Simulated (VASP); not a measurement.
# Nb2Si (Fd-3m) in VASP: a series of runs, part 2 of 2

VASP 6.6.1.

## 5. Relaxation of cell and atoms, PBE

INCAR

```
SYSTEM = Nb2Si
PREC     = Accurate       ! precision mode
ENCUT    = 600            ! plane-wave cutoff, eV
EDIFF    = 1E-6           ! SCF threshold, eV
ISMEAR   = 0              ! smearing method
SIGMA    = 0.1            ! smearing width, eV
LREAL    = .False.        ! projectors in reciprocal space
LASPH    = .True.         ! aspherical terms in the spheres
NELM     = 60             ! most SCF steps
ALGO     = Normal         ! electronic algorithm
ISIF     = 3              ! what is computed and relaxed
LWAVE    = .False.        ! write WAVECAR
LCHARG   = .False.        ! write CHGCAR
GGA      = PE             ! functional
IBRION   = 2              ! ionic algorithm
NSW      = 90             ! ionic steps
EDIFFG   = -0.04          ! ionic threshold
```

KPOINTS

```
Automatic mesh
0
Gamma
  4 4 4
  0 0 0
```

POSCAR

```
Nb2Si
1.0
    0.0000000000      3.6094012044      3.6094012044
    3.6094012044      0.0000000000      3.6094012044
    3.6094012044      3.6094012044      0.0000000000
Nb Si
4 2
Direct
    0.6250000000      0.6250000000      0.6250000000
    0.1250000000      0.6250000000      0.6250000000
    0.6250000000      0.6250000000      0.1250000000
    0.6250000000      0.1250000000      0.6250000000
    0.0000000000      0.0000000000      0.0000000000
    0.2500000000      0.2500000000      0.2500000000
```

The run is started by

```
$ cat potpaw_PBE.64/Nb_sv/POTCAR potpaw_PBE.64/Si/POTCAR > POTCAR
$ mpirun -np 1 vasp_std > vasp.out
```

Run time: 2.8 min. Hardware: 1 thread of Intel Xeon Platinum 8259CL at 2.50GHz (Skylake/Cascade Lake), shared host; peak memory 0.27 GiB.

The run converged. Its results:

| Quantity | Value |
| --- | --- |
| Free energy | -48.8983 eV |
| Relaxed volume | 18.13 Å³/atom |
| Relaxed cell | a = 5.358 Å, b = 5.358 Å, c = 5.358 Å, α = 60.00°, β = 60.00°, γ = 60.00° |
| Space group after relaxing (to 0.05 Å) | Fd-3m (No. 227) |
| Energy gained by relaxing | 169.8 meV/atom |
| Ionic steps | 4 |
| Pressure after relaxing | -0.1 GPa |
| Band gap on the k mesh | 0.04 eV, indirect (least direct gap 0.10 eV) |

The path:
| step | energy change (eV) | largest force (eV/Å) | pressure (GPa) | volume (Å³) |
| --- | --- | --- | --- | --- |
| 1 | 0.0000 | 0.0000 | 25.50 | 94.04 |
| 2 | 0.4609 | 0.0000 | -17.02 | 132.25 |
| 3 | -1.0171 | 0.0000 | -0.80 | 109.34 |
| 4 | -1.0188 | 0.0000 | -0.14 | 108.77 |

Final structure:
```
Nb Si
1.0
     0.00000    3.78878    3.78878
     3.78878    0.00000    3.78878
     3.78878    3.78878    0.00000
Nb Si
4 2
Direct
  0.62500 0.62500 0.62500
  0.12500 0.62500 0.62500
  0.62500 0.62500 0.12500
  0.62500 0.12500 0.62500
  0.00000 0.00000 0.00000
  0.25000 0.25000 0.25000
```

Levels at points of the mesh, in eV from the valence-band top:
```tsv
k point	band 26	band 27	band 28	band 29	band 30	band 31	band 32	band 33	band 34	band 35
(0.00, 0.00, 0.00)	-1.96	-1.96	-0.55	-0.55	-0.55	2.83	2.84	2.84	2.84	2.85
(0.50, 0.00, 0.00)	-2.04	-0.90	-0.11	-0.11	-0.04	0.06	0.06	0.45	1.98	2.57
(0.50, 0.50, 0.00)	-2.31	-0.78	-0.78	0.00	0.00	0.23	0.23	0.25	0.25	1.66
```

Caveat: the volume moved by over 15 % at a fixed basis, so the end points are rough.

## 6. Relaxation of cell and atoms, PBE

This run uses another cell than the first one, of 18.12 Å³/atom, 1.156 times its volume.

INCAR

```
SYSTEM = Nb2Si
  PREC = Accurate
  ENCUT = 600
  EDIFF = 1E-7
  ISMEAR = 0
  SIGMA = 0.1
  LREAL = .False.
  LASPH = .True.
  NELM = 100
  ALGO = Fast
  ISIF = 3
  LWAVE = .False.
  LCHARG = .False.
  GGA = PE
  IBRION = 2
  NSW = 100
  EDIFFG = -0.01
```

KPOINTS

```
Automatic mesh
0
Gamma
  8 8 8
  0 0 0
```

POSCAR

```
Nb2Si
1.0
    0.0000000000      3.7884273436      3.7884273436
    3.7884273436      0.0000000000      3.7884273436
    3.7884273436      3.7884273436      0.0000000000
Nb Si
4 2
Direct
    0.1250000000      0.1250000000      0.1250000000
    0.6250000000      0.1250000000      0.1250000000
    0.1250000000      0.1250000000      0.6250000000
    0.1250000000      0.6250000000      0.1250000000
    0.5000000000      0.5000000000      0.5000000000
    0.7500000000      0.7500000000      0.7500000000
```

Potentials or basis: VASP PAW PBE potentials, release 64 (Nb_sv, Si).

The run is started by

```
$ cat potpaw_PBE.64/Nb_sv/POTCAR potpaw_PBE.64/Si/POTCAR > POTCAR
$ mpirun -np 1 vasp_std > vasp.out
```

OUTCAR:

```text
SYSTEM = Nb2Si
   PREC = Accurate
   ENCUT = 600
   EDIFF = 1E-7
   ISMEAR = 0
   LREAL = .False.
   LASPH = .True.
   NELM = 100
   ISIF = 3
   GGA = PE
   IBRION = 2
   NSW = 100
   EDIFFG = -0.01

 ion  position               nearest neighbor table
   1  0.125  0.125  0.125-   2 2.68   3 2.68   4 2.68   3 2.68   4 2.68   2 2.68
   2  0.625  0.125  0.125-   1 2.68   3 2.68   4 2.68   1 2.68   3 2.68   4 2.68
   3  0.125  0.125  0.625-   1 2.68   1 2.68   2 2.68   4 2.68   4 2.68   2 2.68
   4  0.125  0.625  0.125-   1 2.68   3 2.68   1 2.68   2 2.68   3 2.68   2 2.68
   5  0.500  0.500  0.500-
   6  0.750  0.750  0.750-

  LATTYP: Found a face centered cubic cell.
 ALAT       =     7.5768546872

  Lattice vectors:

 A1 = (   0.0000000000,   3.7884273436,   3.7884273436)
 A2 = (   3.7884273436,   0.0000000000,   3.7884273436)
 A3 = (   3.7884273436,   3.7884273436,   0.0000000000)

Analysis of symmetry for initial positions (statically):
=====================================================================
 Subroutine PRICEL returns:
 Original cell was already a primitive cell.
[... 182 lines left out ...]

  energy without entropy =      -49.19465874  energy(sigma->0) =      -49.20786155

------------------------ aborting loop because EDIFF is reached ----------------------------------------

  FORCE on cell =-STRESS in cart. coord.  units (eV):
  Direction    XX          YY          ZZ          XY          YZ          ZX
  --------------------------------------------------------------------------------------
  -------------------------------------------------------------------------------------
  Total       -0.1663731     -0.1663731     -0.1663731      0.0000000      0.0000000      0.0000000
  in kB       -2.4512456     -2.4512456     -2.4512456      0.0000000      0.0000000      0.0000000
  external PRESSURE =      -2.4512456 kB  Pullay stress =       0.0000000 kB
[... 67 lines left out ...]
--------------------------------------- Ionic step        3  -------------------------------------------

 number of electron      60.0000001 magnetization

 Free energy of the ion-electron system (eV)
  ---------------------------------------------------
  ext. energy  EPLUGINS =         0.00000000
  ---------------------------------------------------
  free energy    TOTEN  =       -49.22123116 eV

  energy without entropy =      -49.19478244  energy(sigma->0) =      -49.20800680

 E-fermi :  10.1214     XC(G=0): -11.6816

 val. band max:       10.1176837147   @ k =   0.5000   0.0000   0.0000
 cond. band min:      10.1253737704   @ k =  -0.3750   0.2500   0.1250
 fundamental gap:      0.0076900558
 Fermi energy:        10.1213965637

 k-point     1 :       0.0000    0.0000    0.0000
  band No.  band energies     occupation
      1     -44.7609      2.00000
      2     -44.3278      2.00000
      3     -44.3278      2.00000
      4     -44.3278      2.00000
      5     -22.2070      2.00000
      6     -21.2535      2.00000
[... 925 lines left out ...]
     35      11.9626      0.00000
     36      12.3216      0.00000

 [... further k-points ...]
[... 5 lines left out ...]
  --------------------------------------------------------------------------------------
  -------------------------------------------------------------------------------------
  Total        0.0019772      0.0019772      0.0019772      0.0000000     -0.0000000      0.0000000
  in kB        0.0291865      0.0291865      0.0291865      0.0000000     -0.0000000      0.0000000
  external PRESSURE =       0.0291865 kB  Pullay stress =       0.0000000 kB
[... 21 lines left out ...]
  FREE ENERGIE OF THE ION-ELECTRON SYSTEM (eV)
  ---------------------------------------------------
  free  energy   TOTEN  =       -49.2212311641 eV

  energy  without entropy=      -49.1947824386  energy(sigma->0) =      -49.20800680

 reached required accuracy - stopping structural energy minimisation
```

Run time: 20 min. Hardware: 1 thread of Intel Xeon Platinum 8259CL at 2.50GHz (Skylake/Cascade Lake), shared host; peak memory 0.38 GiB.

What came out:

* Free energy: -49.2212 eV
* Relaxed volume: 18.09 Å³/atom
* Relaxed cell: a = 5.354 Å, b = 5.354 Å, c = 5.354 Å, α = 60.00°, β = 60.00°, γ = 60.00°
* Space group after relaxing (to 0.05 Å): Fd-3m (No. 227)
* Energy gained by relaxing: 0.0 meV/atom
* Ionic steps: 3
* Pressure after relaxing: 0.0 GPa
* Band gap on the k mesh: zero (band 30 reaches 10.23 eV, above the bottom of band 31 at 9.96 eV)

The path:
| step | energy change (eV) | largest force (eV/Å) | pressure (GPa) | volume (Å³) |
| --- | --- | --- | --- | --- |
| 1 | 0.0000 | 0.0000 | -0.25 | 108.74 |
| 2 | 0.0000 | 0.0000 | 0.28 | 108.31 |
| 3 | -0.0002 | 0.0000 | 0.00 | 108.54 |

Final structure:
```xyz
6
Lattice="0.0000 3.7860 3.7860 3.7860 0.0000 3.7860 3.7860 3.7860 0.0000" Properties=species:S:1:pos:R:3 pbc="T T T"
Nb    0.9465    0.9465    0.9465
Nb    0.9465    2.8395    2.8395
Nb    2.8395    2.8395    0.9465
Nb    2.8395    0.9465    2.8395
Si    3.7860    3.7860    3.7860
Si    5.6790    5.6790    5.6790
```

Levels at points of the mesh, in eV from the Fermi level:
```tsv
k point	band 28	band 29	band 30	band 31	band 32	band 33
(0.00, 0.00, 0.00)	-0.52	-0.52	-0.52	2.88	2.88	2.89
(0.50, 0.00, 0.00)	-0.08	-0.08	0.00	0.10	0.10	0.50
(0.50, 0.50, 0.00)	-0.75	0.04	0.04	0.26	0.26	0.29
```

## 7. Summary

| task | cell | k mesh | cutoff (eV) | gap on the mesh (eV) | pressure (GPa) | relaxed volume (Å³/atom) |
| --- | --- | --- | --- | --- | --- | --- |
| single point | a = 5.104 Å, angles 60.0°, 6 atoms | 4 × 4 × 4 | 520 | none | 25.5 | - |
| single point | a = 5.358 Å, angles 60.0°, 6 atoms | 4 × 4 × 4 | 520 | 0.04 | -0.1 | - |
| single point | a = 5.357 Å, angles 60.0°, 6 atoms | 8 × 8 × 8 | 520 | none | -0.2 | - |
| relaxation of cell and atoms | relaxed from a = 5.104 Å, angles 60.0°, 6 atoms | 4 × 4 × 4 | 600 | 0.04 | -0.1 | 18.13 |
| relaxation of cell and atoms | relaxed from a = 5.358 Å, angles 60.0°, 6 atoms | 8 × 8 × 8 | 600 | none | 0.0 | 18.09 |

Alike in all rows: level PBE; potentials or basis VASP PAW PBE potentials, release 64 (Nb_sv, Si); no spin polarisation; smearing gaussian 0.1 eV.

Caveats: some runs use coarse meshes; the volume moved by over 15 % at a fixed basis, so the end points are rough (some runs).

Absolute energies hang on the potentials; compare differences alone.
